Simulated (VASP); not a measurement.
# W (I4/mmm) in VASP: a series of runs

W is run at these levels: PBEsol; tasks: single point.

Everything below comes from runs of VASP 6.6.1. Logs are shortened: lines on timing, memory, paths and dates and some standing lists are left out, and cuts for length are marked.

## 1. The cell of the first run

Symmetry: I4/mmm, No. 139, tetragonal system. Conventional cell: a = 2.901 Å, b = 2.901 Å, c = 3.798 Å, α = 90.00°, β = 90.00°, γ = 90.00°. Within 3.8 Å of W (site symmetry 4/mmm) lie 14 W at 2.80 to 3.80 Å.

## 2. Single point, PBEsol (15.98 Å³/atom)

INCAR

```
  ALGO = Normal
  EDIFF = 1E-6
  ENCUT = 500
  GGA = PS
  GGA_COMPAT = F
  ISIF = 2
  ISMEAR = 0
  LASPH = T
  LCHARG = F
  LREAL = F
  LWAVE = F
  NBANDS = 13
  NELM = 120
  PREC = Accurate
  SIGMA = 0.15
```

KPOINTS

```
k-points
0
Gamma
  22 22 22
```

POSCAR

```
W
1.0
    0.0000000000      2.0512422182      1.8988349214
    2.0512422182      0.0000000000      1.8988349214
    2.0512422182      2.0512422182      0.0000000000
W
1
Direct
    0.0000000000      0.0000000000      0.0000000000
```

Potentials or basis: VASP PAW PBE potentials, release 64 (W_sv).

On the command line:

```bash
> cat potpaw_PBE.64/W_sv/POTCAR > POTCAR
> mpirun -np 1 vasp_std > vasp.out
```

OUTCAR:

```text
EDIFF = 1E-6
   ENCUT = 500
   GGA = PS
   ISIF = 2
   ISMEAR = 0
   LASPH = T
   LREAL = F
   NELM = 120
   PREC = Accurate

 ion  position               nearest neighbor table
   1  0.000  0.000  0.000-

  LATTYP: Found a body centered tetragonal cell.
 ALAT       =     2.9008945647
 C/A-ratio  =     1.3091374947

  Lattice vectors:

 A1 = (   0.0000000000,  -2.0512422182,  -1.8988349214)
 A2 = (   0.0000000000,   2.0512422182,  -1.8988349214)
 A3 = (   2.0512422182,   0.0000000000,   1.8988349214)

Analysis of symmetry for initial positions (statically):
=====================================================================
 Subroutine PRICEL returns:
 Original cell was already a primitive cell.

 Routine SETGRP: Setting up the symmetry group for a
 body centered tetragonal supercell.

 Subroutine GETGRP returns: Found 16 space group operations
 (whereof 16 operations were pure point group operations)
 out of a pool of 16 trial point group operations.

The static configuration has the point symmetry D_4h.

Analysis of symmetry for dynamics (positions and initial velocities):
=====================================================================
 Subroutine PRICEL returns:
 Original cell was already a primitive cell.

 Routine SETGRP: Setting up the symmetry group for a
 body centered tetragonal supercell.

 Subroutine GETGRP returns: Found 16 space group operations
 (whereof 16 operations were pure point group operations)
 out of a pool of 16 trial point group operations.

The dynamic configuration has the point symmetry D_4h.

 Subroutine INISYM returns: Found 16 space group operations
 (whereof 16 operations are pure point group operations),
 and found     1 'primitive' translations

----------------------------------------------------------------------------------------

                                     Primitive cell

  volume of cell :      15.9791

  direct lattice vectors                    reciprocal lattice vectors
     0.000000000  2.051242218  1.898834921    -0.243754733  0.243754733  0.263319362
     2.051242218  0.000000000  1.898834921     0.243754733 -0.243754733  0.263319362
     2.051242218  2.051242218  0.000000000     0.243754733  0.243754733 -0.263319362

  length of vectors
     2.795204589  2.795204589  2.900894565     0.433785461  0.433785461  0.433785461

  position of ions in fractional coordinates (direct lattice)
     0.000000000  0.000000000  0.000000000

  ion indices of the primitive-cell ions
   primitive index   ion index
                 1           1

----------------------------------------------------------------------------------------

 KPOINTS: k-points

Automatic generation of k-mesh.
 Grid dimensions read from file:
 generate k-points for:   22   22   22

 Generating k-lattice:

  Cartesian coordinates                     Fractional coordinates (reciprocal lattice)
    -0.011079761  0.011079761  0.011969062     0.045454545  0.000000000  0.000000000
     0.011079761 -0.011079761  0.011969062     0.000000000  0.045454545  0.000000000
     0.011079761  0.011079761 -0.011969062    -0.000000000 -0.000000000  0.045454545

  Length of vectors
     0.019717521  0.019717521  0.019717521

  Shift w.r.t. Gamma in fractional coordinates (k-lattice)
     0.000000000  0.000000000  0.000000000

 Subroutine IBZKPT returns following result:
 ===========================================

 Found    834 irreducible k-points:

 Following reciprocal coordinates:
            Coordinates               Weight
  0.000000  0.000000  0.000000      1.000000
  0.045455  0.000000  0.000000      8.000000
  0.090909  0.000000  0.000000      8.000000
  0.136364  0.000000  0.000000      8.000000
  0.181818  0.000000  0.000000      8.000000
  0.227273  0.000000  0.000000      8.000000
[... 16 lines left out ...]
  0.500000  0.045455  0.000000      8.000000
 -0.454545  0.045455  0.000000      8.000000
 [... further k-points ...]
   k-points           NKPTS =    834   k-points in BZ     NKDIM =    834   number of bands    NBANDS=     13
   number of dos      NEDOS =    301   number of ions     NIONS =      1
   total plane-waves  NPLWV =   9600
   dimension x,y,z NGX =    20 NGY =   20 NGZ =   24
   dimension x,y,z NGXF=    40 NGYF=   40 NGZF=   48
   ions per type =               1
   NGX,Y,Z   is equivalent  to a cutoff of  11.90, 11.90, 13.75 a.u.
   NGXF,Y,Z  is equivalent  to a cutoff of  23.79, 23.79, 27.51 a.u.
 SYSTEM =  unknown system
   PREC   = accura    normal or accurate (medium, high low for compatibility)
   ISTART =      0    job   : 0-new  1-cont  2-samecut
   ICHARG =      2    charge: 1-file 2-atom 10-const
   ISPIN  =      1    spin polarized calculation?
   LNONCOLLINEAR =      F non collinear calculations
   LSORBIT =      F    spin-orbit coupling
   LASPH  =      T    aspherical Exc in radial PAW
   ENCUT  =  500.0 eV  36.75 Ry    6.06 a.u.   5.10  5.10  5.29*2*pi/ulx,y,z
   NELM   =    120;   NELMIN=  2; NELMDL= -5     # of ELM steps
   EDIFF  = 0.1E-05   stopping-criterion for ELM
   LREAL  =      F    real-space projection
   EDIFFG = 0.1E-04   stopping-criterion for IOM
   NSW    =      0    number of steps for IOM
   IBRION =     -1    ionic relax: 0-MD 1-quasi-New 2-CG
   NFREE  =      0    steps in history (QN), initial steepest desc. (CG)
   ISIF   =      2    stress and relaxation
   ISYM   =      2    0-nonsym 1-usesym 2-fastsym
   POTIM  = 0.5000    time-step for ionic-motion
   TEBEG  =    0.0;   TEEND  =   0.0 temperature during run
   PSTRESS=    0.0 pullay stress
   NELECT =      14.0000    total number of electrons
   NUPDOWN=      -1.0000    fix difference up-down
   EMIN   =  10.00;   EMAX   =-10.00  energy-range for DOS
   EFERMI =   0.00;   METHOD = LEGACY
   ISMEAR =     0;   SIGMA  =   0.15  broadening in eV -4-tet -1-fermi 0-gaus
   EFERMI_NEDOS =   21; number of points for ismear=-14 and -15
   IALGO  =     38    algorithm
   IMIX   =      4    mixing-type and parameters
     AMIX     =   0.40;   BMIX     =  1.00
     AMIX_MAG =   1.60;   BMIX_MAG =  1.00
  volume/ion in A,a.u.               =      15.98       107.83
  Fermi-wavevector in a.u.,A,eV,Ry     =   1.566512  2.960279 33.388164  2.453961
  Thomas-Fermi vector in A             =   2.668829
   LORBIT       =      0    0 simple, 1 ext, 2 COOP (PROOUT), +10 PAW based schemes
   GGA     = PS    functional components
   LHFCALC =     F    Hartree Fock is set to
   AEXX    =    0.0000 exact exchange contribution
   IVDW    =     0    specifies the selected vdW correction
   LEPSILON=     F    determine dielectric tensor
   LRPA    =     F    only Hartree local field effects (RPA)
 non-spin polarized calculation
 Gauss-broadening in eV      SIGMA  =   0.15
  energy-cutoff  :      500.00
  volume of cell :       15.98
 maximum number of plane-waves:       427
   NGX = 11   NGY = 11   NGZ = 11

 number of electron      13.9999999 magnetization

 Free energy of the ion-electron system (eV)
  ---------------------------------------------------
  ext. energy  EPLUGINS =         0.00000000
  ---------------------------------------------------
  free energy    TOTEN  =       -13.37786017 eV

  energy without entropy =      -13.36671194  energy(sigma->0) =      -13.37228606

 E-fermi :  10.8393     XC(G=0): -13.7075

 val. band max:       10.8297626283   @ k =   0.1818   0.0455   0.0000
 cond. band min:      10.8451586609   @ k =   0.4545   0.0455   0.0909
 fundamental gap:      0.0153960326
 Fermi energy:        10.8393234856

 k-point     1 :       0.0000    0.0000    0.0000
  band No.  band energies     occupation
      1     -62.9136      2.00000
      2     -26.5121      2.00000
      3     -26.5121      2.00000
      4     -26.4754      2.00000
      5       1.5447      2.00000
      6       9.7995      2.00000
      7       9.7995      2.00000
      8      10.8029      1.26855
      9      12.5393      0.00000
     10      13.9565      0.00000
     11      23.6466      0.00000
     12      28.0118      0.00000
     13      28.0118      0.00000

 k-point     2 :       0.0455    0.0000    0.0000
  band No.  band energies     occupation
      1     -62.9111      2.00000
      2     -26.5331      2.00000
      3     -26.5170      2.00000
      4     -26.4841      2.00000
      5       1.6395      2.00000
      6       9.7757      2.00000
      7       9.8425      2.00000
      8      10.7942      1.32971
      9      12.5119      0.00000
     10      13.9015      0.00000
     11      23.8389      0.00000
     12      27.8885      0.00000
     13      28.1818      0.00000

 k-point     3 :       0.0909    0.0000    0.0000
  band No.  band energies     occupation
      1     -62.9040      2.00000
      2     -26.6083      2.00000
      3     -26.5312      2.00000
      4     -26.4951      2.00000
      5       1.9168      2.00000
      6       9.6791      2.00000
      7       9.9550      2.00000
      8      10.8073      1.23700
      9      12.4544      0.00000
     10      13.7570      0.00000
     11      24.3746      0.00000
     12      27.3939      0.00000
     13      28.6809      0.00000
[... 305 lines left out ...]
 k-point    23 :       0.5000    0.0455    0.0000
  band No.  band energies     occupation
      1     -62.7907      2.00000
      2     -27.7541      2.00000
      3     -26.7538      2.00000
      4     -26.6083      2.00000
      5       5.0142      2.00000
      6       9.3468      2.00000
      7      10.2838      2.00000
      8      11.3355      0.00000
      9      15.6588      0.00000
     10      16.2891      0.00000
     11      21.3756      0.00000
     12      23.4086      0.00000
     13      29.2200      0.00000

 k-point    24 :      -0.4545    0.0455    0.0000
  band No.  band energies     occupation
      1     -62.7920      2.00000
      2     -27.7415      2.00000
      3     -26.7472      2.00000
      4     -26.6127      2.00000
      5       5.0126      2.00000
      6       9.3531      2.00000
      7      10.2361      2.00000
      8      11.3303      0.00000
      9      15.7128      0.00000
     10      16.0531      0.00000
     11      21.4655      0.00000
     12      23.4701      0.00000
     13      29.5897      0.00000

 [... further k-points ...]

------------------------ aborting loop because EDIFF is reached ----------------------------------------

  FORCE on cell =-STRESS in cart. coord.  units (eV):
  Direction    XX          YY          ZZ          XY          YZ          ZX
  --------------------------------------------------------------------------------------
  -------------------------------------------------------------------------------------
  Total        0.7750495      0.7750495     -1.4372548      0.0000000      0.0000000      0.0000000
  in kB       77.7121491     77.7121491   -144.1097084      0.0000000      0.0000000      0.0000000
  external PRESSURE =       3.7715299 kB  Pullay stress =       0.0000000 kB

 VOLUME and BASIS-vectors are now :
 -----------------------------------------------------------------------------
  energy-cutoff  :      500.00
  volume of cell :       15.98
      direct lattice vectors                 reciprocal lattice vectors
     0.000000000  2.051242218  1.898834921    -0.243754733  0.243754733  0.263319362
     2.051242218  0.000000000  1.898834921     0.243754733 -0.243754733  0.263319362
     2.051242218  2.051242218  0.000000000     0.243754733  0.243754733 -0.263319362

 POSITION                                       TOTAL-FORCE (eV/Angst)
 -----------------------------------------------------------------------------------
      0.00000      0.00000      0.00000        -0.000000      0.000000      0.000000
 -----------------------------------------------------------------------------------
    total drift:                                0.000000     -0.000000      0.000000

  FREE ENERGIE OF THE ION-ELECTRON SYSTEM (eV)
  ---------------------------------------------------
  free  energy   TOTEN  =       -13.3778601746 eV

  energy  without entropy=      -13.3667119410  energy(sigma->0) =      -13.37228606
```

It took 2.6 min on 1 thread of Intel Xeon Platinum 8259CL at 2.50GHz (Skylake/Cascade Lake), shared host; peak memory 0.26 GiB.

What came out:

```yaml
Free_energy: -13.3779 eV
Pressure: 0.4 GPa
Band_gap_on_the_k_mesh: zero (bands 7 and 8 overlap by 4.81 eV)
```

Caveat: the PAW data sets were made with another functional, which shifts forces and pressure a little; spin-orbit coupling is left out, which moves the levels of the heavy elements.

## 3. Single point, PBEsol (16.41 Å³/atom)

This run uses another cell than the first one, of 16.41 Å³/atom.

INCAR

```
PREC = Accurate
ENCUT = 500
EDIFF = 1E-6
ISMEAR = 0
SIGMA = 0.15
LREAL = False
LASPH = True
NELM = 120
ALGO = Normal
ISIF = 2
LWAVE = False
LCHARG = False
GGA = PS
NBANDS = 13
GGA_COMPAT = False
```

KPOINTS

```
Automatic mesh
0
Gamma
  22 22 22
```

POSCAR

```
W
1.0
    0.0000000000      2.1232706934      1.8194306572
    2.1232706934      0.0000000000      1.8194306572
    2.1232706934      2.1232706934      0.0000000000
W
1
Direct
    0.0000000000      0.0000000000      0.0000000000
```

Potentials or basis: VASP PAW PBE potentials, release 64 (W_sv).

On the command line:

```bash
> cat potpaw_PBE.64/W_sv/POTCAR > POTCAR
> mpirun -np 1 vasp_std > vasp.out
```

Wall time 2.2 min (1 thread of Intel Xeon Platinum 8259CL at 2.50GHz (Skylake/Cascade Lake), shared host); peak memory 0.26 GiB.

The run converged. Its results:

```
Free energy            : -13.5087 eV
Pressure               : -8.8 GPa
Band gap on the k mesh : zero (bands 7 and 8 overlap by 5.48 eV)
```

Stress tensor (GPa, compression positive):
```
  1.12   0.00   0.00
  0.00   1.12   0.00
  0.00   0.00 -28.56
```

Levels at points of the mesh, in eV from the Fermi level:
```csv
k point,band 4,band 5,band 6,band 7,band 8,band 9,band 10,band 11
"(0.00, 0.00, 0.00)",-37.67,-9.37,-1.38,-1.38,0.49,0.67,3.04,12.86
"(0.50, 0.00, 0.00)",-37.71,-5.98,-2.27,0.17,0.36,3.82,5.38,10.11
"(0.50, 0.50, 0.00)",-38.29,-5.74,-5.17,4.63,4.89,5.34,5.34,9.85
"(0.50, 0.00, 0.50)",-37.86,-5.93,-4.53,1.73,4.03,4.26,6.09,11.18
```

Caveat: the cell stands under tension; the PAW data sets were made with another functional, which shifts forces and pressure a little; spin-orbit coupling is left out, which moves the levels of the heavy elements.

## 4. Single point, PBEsol (16.41 Å³/atom)

This run uses another cell than the first one, of 16.41 Å³/atom.

INCAR

```
PREC = Accurate
ENCUT = 500
EDIFF = 1E-6
ISMEAR = 0
SIGMA = 0.15
LREAL = F
LASPH = T
NELM = 120
ALGO = Normal
ISIF = 2
LWAVE = F
LCHARG = F
GGA = PS
NBANDS = 13
GGA_COMPAT = F
```

KPOINTS

```
regular mesh
0
Gamma
  22 22 22
```

POSCAR

```
W
1.0
    0.0000000000      2.3535269462      1.4808391546
    2.3535269462      0.0000000000      1.4808391546
    2.3535269462      2.3535269462      0.0000000000
W
1
Direct
    0.0000000000      0.0000000000      0.0000000000
```

On the command line:

```bash
> cat potpaw_PBE.64/W_sv/POTCAR > POTCAR
> mpirun -np 1 vasp_std > vasp.out
```

Run time: 2.1 min. Hardware: 1 thread of Intel Xeon Platinum 8259CL at 2.50GHz (Skylake/Cascade Lake), shared host; peak memory 0.26 GiB.

It converged, with:

```
Free energy            : -13.6391 eV
Pressure               : -10.6 GPa
Band gap on the k mesh : zero (bands 7 and 8 overlap by 6.12 eV)
```

Stress tensor (GPa, compression positive):
```
-21.87   0.00   0.00
  0.00 -21.87   0.00
  0.00   0.00  11.96
```

Levels at points of the mesh, in eV from the Fermi level:
```tsv
k point	band 5	band 6	band 7	band 8	band 9	band 10
(0.00, 0.00, 0.00)	-9.44	-2.08	-0.48	-0.48	0.99	3.06
(0.50, 0.00, 0.00)	-6.02	-3.83	0.98	1.98	4.15	5.80
(0.50, 0.50, 0.00)	-5.70	-5.43	4.85	4.85	5.30	6.97
(0.50, 0.00, 0.50)	-6.10	-2.22	0.03	0.71	2.34	5.67
```

Caveat: the cell stands under tension; the PAW data sets were made with another functional, which shifts forces and pressure a little; spin-orbit coupling is left out, which moves the levels of the heavy elements.

[end of part 1 of 2]
